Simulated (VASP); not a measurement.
# Li2GeAs2 (P6/mmm) in VASP: a series of runs, part 2 of 2

VASP 6.6.1. The steps go on from the part before.

### 5 Single point, PBE

This run uses another cell than the first one, of 28.14 Å³/atom.

Contents of INCAR:

```
SYSTEM = Li2GeAs2
ALGO = Normal
EDIFF = 1E-6
ENCUT = 520
GGA = PE
ISIF = 2
ISMEAR = 0
LASPH = .TRUE.
LCHARG = .TRUE.
LELF = .TRUE.
LREAL = .FALSE.
LVHAR = .TRUE.
LWAVE = .FALSE.
NBANDS = 23
NELM = 100
PREC = Accurate
SIGMA = 0.1
```

Contents of KPOINTS:

```
k-points
0
G
  9 9 6
  0 0 0
```

Contents of POSCAR:

```
Li2GeAs2
1.0
    4.7288221734      0.0000000000      0.0000000000
   -2.3644110867      4.0952801322      0.0000000000
    0.0000000000      0.0000000000      7.2642458383
Li Ge As
2 1 2
Direct
    0.3333333333      0.6666666667      0.5000000000
    0.6666666667      0.3333333333      0.5000000000
    0.0000000000      0.0000000000      0.5000000000
    0.0000000000      0.0000000000      0.8479795378
    0.0000000000      0.0000000000      0.1520204622
```

Launch:

```bash
$ cat potpaw_PBE.64/Li_sv/POTCAR potpaw_PBE.64/Ge_d/POTCAR potpaw_PBE.64/As/POTCAR > POTCAR
$ mpirun -np 1 vasp_std > vasp.out
```

It took 66 s on 1 thread of Intel Xeon 6975P-C (Granite Rapids), shared host; peak memory 0.33 GiB.

Results (log left out):

```
Free energy            : -16.6983 eV
Largest force          : 0.077 eV/Å
Band gap on the k mesh : zero (bands 15 and 16 overlap by 1.05 eV)
```

Forces in eV/Å, atoms in the order of the input:
```
Li   0.000  0.000  0.000
Li   0.000  0.000  0.000
Ge   0.000  0.000  0.000
As   0.000  0.000 -0.077
As   0.000  0.000  0.077
```

Levels at points of the mesh, in eV from the Fermi level:
```csv
k point,band 12,band 13,band 14,band 15,band 16,band 17,band 18,band 19
"(0.00, 0.00, 0.00)",-1.76,-0.87,0.26,0.73,0.73,1.15,1.15,2.03
"(0.00, 0.00, 0.50)",-1.30,-1.30,-0.75,-0.75,2.39,2.67,2.70,2.70
```

Caveat: the cutoff is under 1.25 times the usual one of these potentials, so pressure, stress and relaxed cells hold a basis-set (Pulay) error.

### 6 Relaxation of cell and atoms, PBE

This run uses another cell than the first one, of 28.29 Å³/atom.

Contents of INCAR:

```
SYSTEM = Li2GeAs2
  PREC = Accurate
  ENCUT = 600
  EDIFF = 1E-6
  ISMEAR = 0
  SIGMA = 0.1
  LREAL = .FALSE.
  LASPH = .TRUE.
  NELM = 80
  ALGO = Normal
  ISIF = 3
  LWAVE = .FALSE.
  LCHARG = .FALSE.
  GGA = PE
  IBRION = 2
  NSW = 100
  EDIFFG = -0.01
```

Contents of KPOINTS:

```
Automatic mesh
0
G
  9 9 6
  0 0 0
```

Contents of POSCAR:

```
Li2GeAs2
1.0
    4.6659751337      0.0000000000      0.0000000000
   -2.3329875668      4.0408529992      0.0000000000
    0.0000000000      0.0000000000      7.5032848121
Li Ge As
2 1 2
Direct
    0.3333333333      0.6666666667      0.5000000000
    0.6666666667      0.3333333333      0.5000000000
    0.0000000000      0.0000000000      0.5000000000
    0.0000000000      0.0000000000      0.8552390890
    0.0000000000      0.0000000000      0.1447609110
```

Potentials or basis: VASP PAW PBE potentials, release 64 (Li_sv, Ge_d, As).

Launch:

```bash
$ cat potpaw_PBE.64/Li_sv/POTCAR potpaw_PBE.64/Ge_d/POTCAR potpaw_PBE.64/As/POTCAR > POTCAR
$ mpirun -np 1 vasp_std > vasp.out
```

OUTCAR:

```text
SYSTEM = Li2GeAs2
   PREC = Accurate
   ENCUT = 600
   EDIFF = 1E-6
   ISMEAR = 0
   LREAL = .FALSE.
   LASPH = .TRUE.
   NELM = 80
   ISIF = 3
   GGA = PE
   IBRION = 2
   NSW = 100
   EDIFFG = -0.01

 ion  position               nearest neighbor table
   1  0.333  0.667  0.500-   3 2.69   3 2.69   3 2.69
   2  0.667  0.333  0.500-   3 2.69   3 2.69   3 2.69
   3  0.000  0.000  0.500-   4 2.67   5 2.67   1 2.69   2 2.69   1 2.69   2 2.69   2 2.69   1 2.69

   4  0.000  0.000  0.855-   5 2.17   3 2.67
   5  0.000  0.000  0.145-   4 2.17   3 2.67

  LATTYP: Found a hexagonal cell.
 ALAT       =     4.6659751337
 C/A-ratio  =     1.6080850406

  Lattice vectors:

 A1 = (   4.6659751337,   0.0000000000,   0.0000000000)
 A2 = (  -2.3329875668,   4.0408529992,   0.0000000000)
 A3 = (   0.0000000000,   0.0000000000,   7.5032848121)

Analysis of symmetry for initial positions (statically):
=====================================================================
 Subroutine PRICEL returns:
 Original cell was already a primitive cell.

 Routine SETGRP: Setting up the symmetry group for a
 hexagonal supercell.

 Subroutine GETGRP returns: Found 24 space group operations
 (whereof 24 operations were pure point group operations)
 out of a pool of 24 trial point group operations.

The static configuration has the point symmetry D_6h.

Analysis of symmetry for dynamics (positions and initial velocities):
=====================================================================
 Subroutine PRICEL returns:
 Original cell was already a primitive cell.

 Routine SETGRP: Setting up the symmetry group for a
 hexagonal supercell.

 Subroutine GETGRP returns: Found 24 space group operations
 (whereof 24 operations were pure point group operations)
 out of a pool of 24 trial point group operations.
[... 140 lines left out ...]
 Gauss-broadening in eV      SIGMA  =   0.10
  energy-cutoff  :      600.00
  volume of cell :      141.47
 maximum number of plane-waves:      4764
 NGX is ok and might be reduce to    40
   NGX = 19   NGY = 19   NGZ = 29

--------------------------------------- Ionic step        1  -------------------------------------------

 number of electron      30.0000001 magnetization

 Free energy of the ion-electron system (eV)
  ---------------------------------------------------
  ext. energy  EPLUGINS =         0.00000000
  ---------------------------------------------------
  free energy    TOTEN  =       -16.61212528 eV

  energy without entropy =      -16.60386801  energy(sigma->0) =      -16.60799665

------------------------ aborting loop because EDIFF is reached ----------------------------------------

  FORCE on cell =-STRESS in cart. coord.  units (eV):
  Direction    XX          YY          ZZ          XY          YZ          ZX
  --------------------------------------------------------------------------------------
  -------------------------------------------------------------------------------------
  Total        0.6122797      0.6122797     -2.2909565      0.0000000     -0.0000000      0.0000000
  in kB        6.9341547      6.9341547    -25.9454087      0.0000000     -0.0000000      0.0000000
  external PRESSURE =      -4.0256997 kB  Pullay stress =       0.0000000 kB
[... 98 lines left out ...]
  FREE ENERGIE OF THE ION-ELECTRON SYSTEM (eV)
  ---------------------------------------------------
  free  energy   TOTEN  =       -16.6948511154 eV

  energy  without entropy=      -16.6892279897  energy(sigma->0) =      -16.69203955

[... ionic steps 4 to 8 ...]

--------------------------------------- Ionic step        9  -------------------------------------------

 number of electron      30.0000009 magnetization

------------------------ aborting loop because EDIFF is reached ----------------------------------------
[... 73 lines left out ...]
--------------------------------------- Ionic step       11  -------------------------------------------

 number of electron      30.0000009 magnetization

 Free energy of the ion-electron system (eV)
  ---------------------------------------------------
  ext. energy  EPLUGINS =         0.00000000
  ---------------------------------------------------
  free energy    TOTEN  =       -16.69859453 eV

  energy without entropy =      -16.69308866  energy(sigma->0) =      -16.69584159

 E-fermi :   1.0735     XC(G=0):  -7.5197

 val. band max:        1.0286253121   @ k =   0.4444   0.0000   0.0000
 cond. band min:       1.1221942332   @ k =   0.1111   0.1111   0.0000
 fundamental gap:      0.0935689211
 Fermi energy:         1.0734660316

 k-point     1 :       0.0000    0.0000    0.0000
  band No.  band energies     occupation
      1     -45.4787      2.00000
      2     -45.4474      2.00000
      3     -23.0779      2.00000
      4     -22.9967      2.00000
      5     -22.9967      2.00000
      6     -22.8730      2.00000
[... 505 lines left out ...]
      6     -22.8720      2.00000
[... 11 lines left out ...]
     18       3.0877      0.00000
     19       5.9782      0.00000

 [... further k-points ...]
[... 5 lines left out ...]
  --------------------------------------------------------------------------------------
  -------------------------------------------------------------------------------------
  Total       -0.0067383     -0.0067383     -0.0072379     -0.0000000      0.0000000     -0.0000000
  in kB       -0.0768237     -0.0768237     -0.0825200     -0.0000000      0.0000000     -0.0000000
  external PRESSURE =      -0.0787225 kB  Pullay stress =       0.0000000 kB
[... 20 lines left out ...]
  FREE ENERGIE OF THE ION-ELECTRON SYSTEM (eV)
  ---------------------------------------------------
  free  energy   TOTEN  =       -16.6985945261 eV

  energy  without entropy=      -16.6930886594  energy(sigma->0) =      -16.69584159

 reached required accuracy - stopping structural energy minimisation
```

OSZICAR:

```text
N       E                     dE             d eps       ncg     rms          rms(c)
DAV:   1     0.210087390001E+03    0.21009E+03   -0.14881E+04  1938   0.224E+03
DAV:   2     0.144274084864E+02   -0.19566E+03   -0.18991E+03  2067   0.512E+02
DAV:   3    -0.113155479647E+02   -0.25743E+02   -0.24999E+02  2177   0.134E+02
[... 84 lines left out ...]
DAV:   1    -0.166986517393E+02   -0.68884E-04   -0.15722E-03  1902   0.343E-01    0.379E-02
DAV:   2    -0.166986089452E+02    0.42794E-04   -0.11723E-04  2155   0.920E-02    0.208E-02
DAV:   3    -0.166985964505E+02    0.12495E-04   -0.31582E-05  2394   0.421E-02    0.775E-03
DAV:   4    -0.166985948432E+02    0.16073E-05   -0.36121E-06  2019   0.132E-02    0.234E-03
DAV:   5    -0.166985945261E+02    0.31704E-06   -0.28823E-07   999   0.521E-03
  11 F= -.16698595E+02 E0= -.16695842E+02  d E =-.116427E-04
```

CONTCAR:

```text
Li2GeAs2
   1.00000000000000
     4.7250207852276045    0.0000000000007363   -0.0000000000000000
    -2.3625103925625326    4.0919880334051335   -0.0000000000000000
    -0.0000000000000000    0.0000000000000000    7.2682280853398638
  Li              Ge              As
     2     1     2
Direct
     0.3333333332999970    0.6666666667000030    0.5000000000000000
     0.6666666667000030    0.3333333332999970    0.5000000000000000
     0.0000000000000000    0.0000000000000000    0.5000000000000000
     0.0000000000000000    0.0000000000000000    0.8476500380084511
     0.0000000000000000    0.0000000000000000    0.1523499619915488

  0.00000000E+00  0.00000000E+00  0.00000000E+00
  0.00000000E+00  0.00000000E+00  0.00000000E+00
  0.00000000E+00  0.00000000E+00  0.00000000E+00
  0.00000000E+00  0.00000000E+00  0.00000000E+00
  0.00000000E+00  0.00000000E+00  0.00000000E+00
```

Wall time 7 min (1 thread of Intel Xeon 6975P-C (Granite Rapids), shared host); peak memory 0.43 GiB.

What came out:

```
Free energy                           : -16.6986 eV
Relaxed volume                        : 28.11 Å³/atom
Relaxed cell                          : a = 4.725 Å, b = 4.725 Å, c = 7.268 Å, α = 90.00°, β = 90.00°, γ = 120.00°
Space group after relaxing (to 0.1 Å) : P6/mmm (No. 191)
Energy gained by relaxing             : 17.3 meV/atom
Ionic steps                           : 11
Pressure after relaxing               : 0.0 GPa
Band gap on the k mesh                : zero (bands 15 and 16 overlap by 1.06 eV)
```

Step by step:
| step | energy change (eV) | largest force (eV/Å) | pressure (GPa) | volume (Å³) |
| --- | --- | --- | --- | --- |
| 1 | 0.0000 | 0.6565 | -0.40 | 141.47 |
| 2 | -0.0718 | 0.4213 | 0.05 | 139.98 |
| 3 | -0.0827 | 0.2820 | 0.43 | 139.15 |
| 4 | -0.0797 | 0.3675 | -0.37 | 140.58 |
| 5 | -0.0862 | 0.0128 | 0.07 | 139.73 |
| 6 | -0.0862 | 0.0073 | 0.07 | 139.72 |
| 7 | -0.0863 | 0.0019 | 0.07 | 139.97 |
| 8 | -0.0864 | 0.0149 | -0.02 | 140.70 |
| 9 | -0.0865 | 0.0114 | 0.00 | 140.55 |
| 10 | -0.0865 | 0.0101 | 0.00 | 140.50 |
| 11 | -0.0865 | 0.0004 | -0.01 | 140.53 |

Final structure:
```
Li Ge As
1.0
     4.72502    0.00000    0.00000
    -2.36251    4.09199    0.00000
     0.00000    0.00000    7.26823
Li Ge As
2 1 2
Direct
  0.33333 0.66667 0.50000
  0.66667 0.33333 0.50000
  0.00000 0.00000 0.50000
  0.00000 0.00000 0.84765
  0.00000 0.00000 0.15235
```

Levels at points of the mesh, in eV from the Fermi level:
```tsv
k point	band 12	band 13	band 14	band 15	band 16	band 17	band 18	band 19
(0.00, 0.00, 0.00)	-1.75	-0.87	0.24	0.73	0.73	1.14	1.14	2.04
(0.00, 0.00, 0.50)	-1.29	-1.29	-0.76	-0.76	2.39	2.67	2.69	2.69
```

Caveat: the cutoff is under 1.25 times the usual one of these potentials, so pressure, stress and relaxed cells hold a basis-set (Pulay) error.

### 7 Summary

| task | cell | k mesh | cutoff (eV) | gap on the mesh (eV) | pressure (GPa) | relaxed volume (Å³/atom) | largest force (eV/Å) |
| --- | --- | --- | --- | --- | --- | --- | --- |
| single point | a = 3.602, b = 3.602, c = 8.110 Å, angles 90.0, 90.0, 120.0°, 5 atoms, atomic positions A | 6 × 6 × 2 | 520 | none | - | - | 4.06 |
| single point | a = 4.666, b = 4.666, c = 7.503 Å, angles 90.0, 90.0, 120.0°, 5 atoms, atomic positions B | 6 × 6 × 2 | 520 | none | - | - | 0.06 |
| relaxation of cell and atoms | relaxed from a = 3.602, b = 3.602, c = 8.110 Å, angles 90.0, 90.0, 120.0°, 5 atoms, atomic positions A | 6 × 6 × 2 | 600 | none | 0.1 | 26.75 | 0.02 |
| single point | a = 4.729, b = 4.729, c = 7.264 Å, angles 90.0, 90.0, 120.0°, 5 atoms, atomic positions C | 9 × 9 × 6 | 520 | none | - | - | 0.08 |
| relaxation of cell and atoms | relaxed from a = 4.666, b = 4.666, c = 7.503 Å, angles 90.0, 90.0, 120.0°, 5 atoms, atomic positions B | 9 × 9 × 6 | 600 | none | 0.0 | 28.11 | - |

Alike in all rows: level PBE; potentials or basis VASP PAW PBE potentials, release 64 (Li_sv, Ge_d, As); no spin polarisation; smearing gaussian 0.1 eV.

Caveats: some runs use coarse meshes; the cutoff is under 1.25 times the usual one of these potentials, so pressure, stress and relaxed cells hold a basis-set (Pulay) error; forces of over 1 eV/Å act on the atoms, so gaps and moduli don't describe the material at rest (at least some runs); the volume moved by over 15 % at a fixed basis, so the end points are rough (at least some runs).

Absolute energies hang on the potentials; compare differences alone.

The gap in the log of VASP goes by the Fermi energy; the results here count the filled bands.